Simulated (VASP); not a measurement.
# MgTiF4 (P4/mmm) in VASP: single point with PBEsol

Aim: the single point of MgTiF4 with PBEsol.

Program: VASP 6.6.1. These are calculated values, not measurements. Logs are shortened: lines on timing, memory, paths and dates and some standing lists are left out, and cuts for length are marked.

### 1 The cell of the first run

The structure is tetragonal, space group P4/mmm (No. 123). Conventional cell: a = 3.547 Å, b = 3.547 Å, c = 5.033 Å, α = 90.00°, β = 90.00°, γ = 90.00°. Mg (site symmetry 4/mmm) has 8 F at 2.16 Å within 2.9 Å. Within 2.9 Å of Ti (site symmetry 4/mmm) lie 8 F at 2.19 Å. F (site symmetry 2mm) has 2 Mg at 2.16 Å and 2 Ti at 2.19 Å and 6 F at 2.45 to 2.58 Å within 2.9 Å.

### 2 Single point, PBEsol, collinear spin

File INCAR:

```
SYSTEM = MgTiF4
PREC = Accurate
ENCUT = 520
EDIFF = 1E-6
ISMEAR = 0
SIGMA = 0.02
LREAL = .FALSE.
LASPH = .TRUE.
NELM = 150
ALGO = Normal
ISIF = 2
LWAVE = .FALSE.
LCHARG = .TRUE.
ISPIN = 2
MAGMOM = 0 0.5 0 0 0 0
LORBIT = 11
LMAXMIX = 4
GGA = PS
LELF = .TRUE.
LVHAR = .TRUE.
NBANDS = 34
```

File KPOINTS:

```
regular mesh
0
G
  6 6 5
  0 0 0
```

File POSCAR:

```
MgTiF4
1.0
    3.5465675723      0.0000000000      0.0000000000
    0.0000000000      3.5465675723      0.0000000000
    0.0000000000      0.0000000000      5.0332320707
Mg Ti F
1 1 4
Direct
    0.0000000000      0.0000000000      0.5000000000
    0.5000000000      0.5000000000      0.0000000000
    0.5000000000      0.0000000000      0.2566099527
    0.0000000000      0.5000000000      0.2566099527
    0.0000000000      0.5000000000      0.7433900473
    0.5000000000      0.0000000000      0.7433900473
```

Potentials or basis: VASP PAW PBE potentials, release 64 (Mg, Ti_sv, F).

Run with:

```sh
> cat potpaw_PBE.64/Mg/POTCAR potpaw_PBE.64/Ti_sv/POTCAR potpaw_PBE.64/F/POTCAR > POTCAR
> mpirun -np 1 vasp_std > vasp.out
```

OUTCAR:

```text
SYSTEM = MgTiF4
   PREC = Accurate
   ENCUT = 520
   EDIFF = 1E-6
   ISMEAR = 0
   LREAL = .FALSE.
   LASPH = .TRUE.
   NELM = 150
   ISIF = 2
   ISPIN = 2
   LORBIT = 11
   GGA = PS

 ion  position               nearest neighbor table
   1  0.000  0.000  0.500-   3 2.16   4 2.16   5 2.16   6 2.16   4 2.16   5 2.16   3 2.16   6 2.16

   2  0.500  0.500  0.000-   3 2.19   4 2.19   5 2.19   6 2.19   3 2.19   6 2.19   4 2.19   5 2.19

   3  0.500  0.000  0.257-   1 2.16   1 2.16   2 2.19   2 2.19
   4  0.000  0.500  0.257-   1 2.16   1 2.16   2 2.19   2 2.19
   5  0.000  0.500  0.743-   1 2.16   1 2.16   2 2.19   2 2.19
   6  0.500  0.000  0.743-   1 2.16   1 2.16   2 2.19   2 2.19

  LATTYP: Found a simple tetragonal cell.
 ALAT       =     3.5465675723
 C/A-ratio  =     1.4191840330

  Lattice vectors:

 A1 = (   3.5465675723,   0.0000000000,   0.0000000000)
 A2 = (   0.0000000000,   3.5465675723,   0.0000000000)
 A3 = (   0.0000000000,   0.0000000000,   5.0332320707)

Analysis of symmetry for initial positions (statically):
=====================================================================
 Subroutine PRICEL returns:
 Original cell was already a primitive cell.

 Routine SETGRP: Setting up the symmetry group for a
 simple tetragonal supercell.

 Subroutine GETGRP returns: Found 16 space group operations
 (whereof 16 operations were pure point group operations)
 out of a pool of 16 trial point group operations.

The static configuration has the point symmetry D_4h.

Analysis of symmetry for dynamics (positions and initial velocities):
=====================================================================
 Subroutine PRICEL returns:
 Original cell was already a primitive cell.

 Routine SETGRP: Setting up the symmetry group for a
 simple tetragonal supercell.

 Subroutine GETGRP returns: Found 16 space group operations
 (whereof 16 operations were pure point group operations)
 out of a pool of 16 trial point group operations.

The dynamic configuration has the point symmetry D_4h.

Analysis of structural, dynamic, and magnetic symmetry:
=====================================================================
 Subroutine PRICEL returns:
 Original cell was already a primitive cell.

 Routine SETGRP: Setting up the symmetry group for a
 simple tetragonal supercell.

 Subroutine GETGRP returns: Found 16 space group operations
 (whereof 16 operations were pure point group operations)
 out of a pool of 16 trial point group operations.

The overall configuration has the point symmetry D_4h.

 Subroutine INISYM returns: Found 16 space group operations
 (whereof 16 operations are pure point group operations),
 and found     1 'primitive' translations

----------------------------------------------------------------------------------------

                                     Primitive cell

  volume of cell :      63.3087

  direct lattice vectors                    reciprocal lattice vectors
     3.546567572  0.000000000  0.000000000     0.281962765  0.000000000  0.000000000
     0.000000000  3.546567572  0.000000000     0.000000000  0.281962765  0.000000000
     0.000000000  0.000000000  5.033232071     0.000000000  0.000000000  0.198679494

  length of vectors
     3.546567572  3.546567572  5.033232071     0.281962765  0.281962765  0.198679494

  position of ions in fractional coordinates (direct lattice)
     0.000000000  0.000000000  0.500000000
     0.500000000  0.500000000  0.000000000
     0.500000000  0.000000000  0.256609953
     0.000000000  0.500000000  0.256609953
     0.000000000  0.500000000  0.743390047
     0.500000000  0.000000000  0.743390047

  ion indices of the primitive-cell ions
   primitive index   ion index
                 1           1
                 2           2
                 3           3
                 4           4
                 5           5
                 6           6

----------------------------------------------------------------------------------------

 KPOINTS: regular mesh

Automatic generation of k-mesh.
 Grid dimensions read from file:
 generate k-points for:    6    6    5

 Generating k-lattice:

  Cartesian coordinates                     Fractional coordinates (reciprocal lattice)
     0.046993794  0.000000000  0.000000000     0.166666667  0.000000000  0.000000000
     0.000000000  0.046993794  0.000000000     0.000000000  0.166666667  0.000000000
     0.000000000  0.000000000  0.039735899     0.000000000  0.000000000  0.200000000

  Length of vectors
     0.046993794  0.046993794  0.039735899

  Shift w.r.t. Gamma in fractional coordinates (k-lattice)
     0.000000000  0.000000000  0.000000000

 Subroutine IBZKPT returns following result:
 ===========================================

 Found     30 irreducible k-points:

 Following reciprocal coordinates:
            Coordinates               Weight
  0.000000  0.000000  0.000000      1.000000
  0.166667  0.000000  0.000000      4.000000
  0.333333  0.000000  0.000000      4.000000
  0.500000  0.000000  0.000000      2.000000
  0.166667  0.166667  0.000000      4.000000
  0.333333  0.166667  0.000000      8.000000
[... 16 lines left out ...]
  0.333333  0.000000  0.400000      8.000000
  0.500000  0.000000  0.400000      4.000000
 [... further k-points ...]
   k-points           NKPTS =     30   k-points in BZ     NKDIM =     30   number of bands    NBANDS=     34
   number of dos      NEDOS =    301   number of ions     NIONS =      6
   total plane-waves  NPLWV =  31360
   dimension x,y,z NGX =    28 NGY =   28 NGZ =   40
   dimension x,y,z NGXF=    56 NGYF=   56 NGZF=   80
   ions per type =               1   1   4
   NGX,Y,Z   is equivalent  to a cutoff of  13.13, 13.13, 13.21 a.u.
   NGXF,Y,Z  is equivalent  to a cutoff of  26.25, 26.25, 26.42 a.u.
 SYSTEM =  MgTiF4
   PREC   = accura    normal or accurate (medium, high low for compatibility)
   ISTART =      0    job   : 0-new  1-cont  2-samecut
   ICHARG =      2    charge: 1-file 2-atom 10-const
   ISPIN  =      2    spin polarized calculation?
   LNONCOLLINEAR =      F non collinear calculations
   LSORBIT =      F    spin-orbit coupling
   LASPH  =      T    aspherical Exc in radial PAW
   ENCUT  =  520.0 eV  38.22 Ry    6.18 a.u.   6.59  6.59  9.36*2*pi/ulx,y,z
   NELM   =    150;   NELMIN=  2; NELMDL= -5     # of ELM steps
   EDIFF  = 0.1E-05   stopping-criterion for ELM
   LREAL  =      F    real-space projection
   EDIFFG = 0.1E-04   stopping-criterion for IOM
   NSW    =      0    number of steps for IOM
   IBRION =     -1    ionic relax: 0-MD 1-quasi-New 2-CG
   NFREE  =      0    steps in history (QN), initial steepest desc. (CG)
   ISIF   =      2    stress and relaxation
   ISYM   =      2    0-nonsym 1-usesym 2-fastsym
   POTIM  = 0.5000    time-step for ionic-motion
   TEBEG  =    0.0;   TEEND  =   0.0 temperature during run
   PSTRESS=    0.0 pullay stress
   NELECT =      42.0000    total number of electrons
   NUPDOWN=      -1.0000    fix difference up-down
   EMIN   =  10.00;   EMAX   =-10.00  energy-range for DOS
   EFERMI =   0.00;   METHOD = LEGACY
   ISMEAR =     0;   SIGMA  =   0.02  broadening in eV -4-tet -1-fermi 0-gaus
   EFERMI_NEDOS =   21; number of points for ismear=-14 and -15
   IALGO  =     38    algorithm
   IMIX   =      4    mixing-type and parameters
     AMIX     =   0.40;   BMIX     =  1.00
     AMIX_MAG =   1.60;   BMIX_MAG =  1.00
  volume/ion in A,a.u.               =      10.55        71.20
  Fermi-wavevector in a.u.,A,eV,Ry     =   1.427809  2.698168 27.737361  2.038639
  Thomas-Fermi vector in A             =   2.547939
   LORBIT       =     11    0 simple, 1 ext, 2 COOP (PROOUT), +10 PAW based schemes
   GGA     = PS    functional components
   LHFCALC =     F    Hartree Fock is set to
   AEXX    =    0.0000 exact exchange contribution
   IVDW    =     0    specifies the selected vdW correction
   LEPSILON=     F    determine dielectric tensor
   LRPA    =     F    only Hartree local field effects (RPA)
 spin polarized calculation
 Gauss-broadening in eV      SIGMA  =   0.02
  energy-cutoff  :      520.00
  volume of cell :       63.31
 maximum number of plane-waves:      1739
 NGX is ok and might be reduce to    28
   NGX = 13   NGY = 13   NGZ = 19

 number of electron      42.0000032 magnetization       1.9997359

 Free energy of the ion-electron system (eV)
  ---------------------------------------------------
  ext. energy  EPLUGINS =         0.00000000
  ---------------------------------------------------
  free energy    TOTEN  =       -36.19807373 eV

  energy without entropy =      -36.19806230  energy(sigma->0) =      -36.19806802

 E-fermi :   7.2028     XC(G=0): -10.8702

 val. band max:        7.1721461056   @ k =   0.5000   0.5000   0.4000
 cond. band min:       7.2292679095   @ k =   0.0000   0.0000   0.0000
 fundamental gap:      0.0571218039
 Fermi energy:         7.2027571216

 spin component 1

 k-point     1 :       0.0000    0.0000    0.0000
  band No.  band energies     occupation
      1     -50.7776      1.00000
      2     -27.3332      1.00000
      3     -27.2066      1.00000
      4     -27.2065      1.00000
      5     -20.3493      1.00000
      6     -19.4948      1.00000
[... 25 lines left out ...]
     32      16.6412      0.00000
     33      18.7801      0.00000

 k-point     2 :       0.1667    0.0000    0.0000
  band No.  band energies     occupation
      1     -50.7763      1.00000
      2     -27.3216      1.00000
      3     -27.2445      1.00000
      4     -27.2052      1.00000
      5     -20.2452      1.00000
      6     -19.4587      1.00000
[... 25 lines left out ...]
     32      16.9762      0.00000
     33      18.0650      0.00000
[... 754 lines left out ...]
     32      18.0691      0.00000
     33      19.0746      0.00000

 k-point    24 :       0.5000    0.0000    0.4000
  band No.  band energies     occupation
      1     -50.7725      1.00000
      2     -27.3533      1.00000
      3     -27.2883      1.00000
      4     -27.2011      1.00000
      5     -19.5874      1.00000
      6     -19.5287      1.00000
[... 25 lines left out ...]
     32      18.4568      0.00000
     33      18.8365      0.00000

 [... further k-points ...]

 spin component 2

 k-point     1 :       0.0000    0.0000    0.0000
  band No.  band energies     occupation
      1     -49.2015      1.00000
      2     -25.8056      1.00000
      3     -25.6309      1.00000
      4     -25.6308      1.00000
      5     -20.3197      1.00000
      6     -19.4336      1.00000
[... 25 lines left out ...]
     32      17.4473      0.00000
     33      19.6305      0.00000

 k-point     2 :       0.1667    0.0000    0.0000
  band No.  band energies     occupation
      1     -49.2001      1.00000
      2     -25.7891      1.00000
      3     -25.6801      1.00000
      4     -25.6294      1.00000
      5     -20.2113      1.00000
      6     -19.4039      1.00000
[... 25 lines left out ...]
     32      17.7780      0.00000
     33      18.6836      0.00000
[... 754 lines left out ...]
     32      18.4443      0.00000
     33      19.1088      0.00000

 k-point    24 :       0.5000    0.0000    0.4000
  band No.  band energies     occupation
      1     -49.1959      1.00000
      2     -25.8181      1.00000
      3     -25.7420      1.00000
      4     -25.6252      1.00000
      5     -19.5706      1.00000
      6     -19.5025      1.00000
[... 25 lines left out ...]
     32      18.4727      0.00000
     33      19.0672      0.00000

 [... further k-points ...]

 [bands above 33 left out]

------------------------ aborting loop because EDIFF is reached ----------------------------------------

  FORCE on cell =-STRESS in cart. coord.  units (eV):
  Direction    XX          YY          ZZ          XY          YZ          ZX
  --------------------------------------------------------------------------------------
  -------------------------------------------------------------------------------------
  Total       -0.1374995     -0.1374995     -0.1520321      0.0000000     -0.0000000      0.0000000
  in kB       -3.4797512     -3.4797512     -3.8475342      0.0000000     -0.0000000      0.0000000
  external PRESSURE =      -3.6023456 kB  Pullay stress =       0.0000000 kB

 VOLUME and BASIS-vectors are now :
 -----------------------------------------------------------------------------
  energy-cutoff  :      520.00
  volume of cell :       63.31
      direct lattice vectors                 reciprocal lattice vectors
     3.546567572  0.000000000  0.000000000     0.281962765  0.000000000  0.000000000
     0.000000000  3.546567572  0.000000000     0.000000000  0.281962765  0.000000000
     0.000000000  0.000000000  5.033232071     0.000000000  0.000000000  0.198679494

 POSITION                                       TOTAL-FORCE (eV/Angst)
 -----------------------------------------------------------------------------------
      0.00000      0.00000      2.51662         0.000000      0.000000     -0.000000
      1.77328      1.77328      0.00000         0.000000      0.000000     -0.000000
      1.77328      0.00000      1.29158        -0.000000      0.000000      0.045471
      0.00000      1.77328      1.29158         0.000000     -0.000000      0.045471
      0.00000      1.77328      3.74165         0.000000     -0.000000     -0.045471
      1.77328      0.00000      3.74165         0.000000      0.000000     -0.045471
 -----------------------------------------------------------------------------------
    total drift:                                0.000000      0.000000      0.000000

  FREE ENERGIE OF THE ION-ELECTRON SYSTEM (eV)
  ---------------------------------------------------
  free  energy   TOTEN  =       -36.1980737349 eV

  energy  without entropy=      -36.1980623034  energy(sigma->0) =      -36.19806802

 total charge

# of ion       s       p       d       tot
------------------------------------------
    1        0.104   0.116   0.052   0.273
    2        2.092   6.062   2.042  10.196
    3        1.732   4.390   0.000   6.122
    4        1.732   4.390   0.000   6.122
    5        1.732   4.390   0.000   6.122
    6        1.732   4.390   0.000   6.122
--------------------------------------------------
tot          9.122  23.739   2.095  34.956

 magnetization (x)

# of ion       s       p       d       tot
------------------------------------------
    1        0.004   0.001   0.000   0.005
    2        0.008   0.008   1.653   1.669
    3       -0.000   0.002   0.000   0.001
    4       -0.000   0.002   0.000   0.001
    5       -0.000   0.002   0.000   0.001
    6       -0.000   0.002   0.000   0.001
--------------------------------------------------
tot          0.011   0.016   1.653   1.679
```

It took 1.8 min on 1 thread of Intel Xeon Platinum 8259CL at 2.50GHz (Skylake/Cascade Lake), shared host; peak memory 0.26 GiB.

What came out:

```
Free energy                                           : -36.1981 eV
Pressure                                              : -0.4 GPa
Largest force                                         : 0.045 eV/Å
Band gap on the k mesh                                : 0.06 eV (least direct gap 0.29 eV)
Net moment                                            : 2.00 μB per cell
Site moments                                          : Mg +0.01; Ti +1.67; F +0.00 μB
Valence electrons inside the program's atomic spheres : Mg 0.27; Ti 10.20; F 6.12
```

Forces in eV/Å, atoms in the order of the input:
```
Mg   0.000  0.000  0.000
Ti   0.000  0.000  0.000
F    0.000  0.000  0.045
F    0.000  0.000  0.045
F    0.000  0.000 -0.045
F    0.000  0.000 -0.045
```

Caveat: the PAW data sets were made with another functional, which shifts forces and pressure a little. A k mesh can miss the band edges.
